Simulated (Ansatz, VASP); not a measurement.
## Two plane-wave programs on B

```xyz
2
Lattice="1.8470 0.0000 0.0000 -0.9235 1.5995 0.0000 0.0000 0.0000 5.5228" Properties=species:S:1:pos:R:3 pbc="T T T"
B     0.0000    0.0000    0.9067
B     0.0000    0.0000    4.6161
```

Alike in both runs: functional PBE; k mesh 12 × 12 × 4; occupations gaussian, width 0.1 eV; no spin polarisation.

Ansatz relaxed the structure, and its values are those at the end. VASP's run is a single point on that final structure, the one shown.

|  | VASP | Ansatz |
| --- | --- | --- |
| version | VASP 6.6.1 | Ansatz 0.2.0 |
| potentials or method | VASP PAW PBE potentials, release 64 (B), cutoff 520 eV | scalar-relativistic, plane waves, PAW |
| valence electrons in the cell | 6 | 6 |

|  | VASP | Ansatz | Ansatz less VASP |
| --- | --- | --- | --- |
| gap on the k mesh at the Fermi level (eV) | none | none | - |
| pressure (GPa) | 0.1 | 0.1 | 0.00 |
| rms of the force components (eV/Å) | 0.019 | 0.012 | -0.0067 |

A gap of «none» marks a metal or a gap that the smearing closes. The functional is the same, so the differences come from potentials, cutoffs and numerics.
